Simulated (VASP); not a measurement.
A run of VASP 6.6.1 is set up as follows.

The input INCAR:

```
PREC = Accurate ; ENCUT = 520
EDIFF = 1E-7 ; ISMEAR = 0
SIGMA = 0.1 ; LREAL = F
LASPH = T ; NELM = 60
ALGO = Normal ; ISIF = 2
LWAVE = F ; LCHARG = T
GGA = PE ; LELF = T
LVHAR = T ; NBANDS = 35
```

The input KPOINTS:

```
Automatic mesh
0
Gamma
  6 6 6
```

File POSCAR:

```
AlGa3N2
1.0
    2.3180369300      1.3383192500      5.1142179700
   -2.3180369300      1.3383192500      5.1142179700
    0.0000000000     -2.6766384900      5.1142179700
Al Ga N
1 3 2
Direct
    0.5000000000      0.5000000000      0.5000000000
    0.7410844900      0.7410844900      0.7410844900
    0.2589155100      0.2589155100      0.2589155100
    0.0000000000      0.0000000000      0.0000000000
    0.8716319500      0.8716319500      0.8716319500
    0.1283680500      0.1283680500      0.1283680500
```

Potentials or basis: VASP PAW PBE potentials, release 64 (Al, Ga_d, N).

Launch:

```sh
$ cat potpaw_PBE.64/Al/POTCAR potpaw_PBE.64/Ga_d/POTCAR potpaw_PBE.64/N/POTCAR > POTCAR
$ mpirun -np 1 vasp_std > vasp.out
```

Task: Estimate the pressure.

Result: -4.3 GPa.

Task: What does it give for the largest force?

Result: 1.499 eV/Å.

Task: What does it give for the band gap on the k mesh?

Result: Zero (bands 26 and 27 overlap by 0.20 eV).

Forces in eV/Å, atoms in the order of the input:
```
Al   0.000  0.000  0.000
Ga   0.000  0.000  0.005
Ga   0.000  0.000 -0.005
Ga   0.000  0.000  0.000
N    0.000  0.000  1.499
N    0.000  0.000 -1.499
```

Caveat: the cell stands under tension; semilocal functionals underestimate gaps, so a narrow gap can read as zero; forces of over 1 eV/Å act on the atoms, so gaps and moduli don't describe the material at rest.
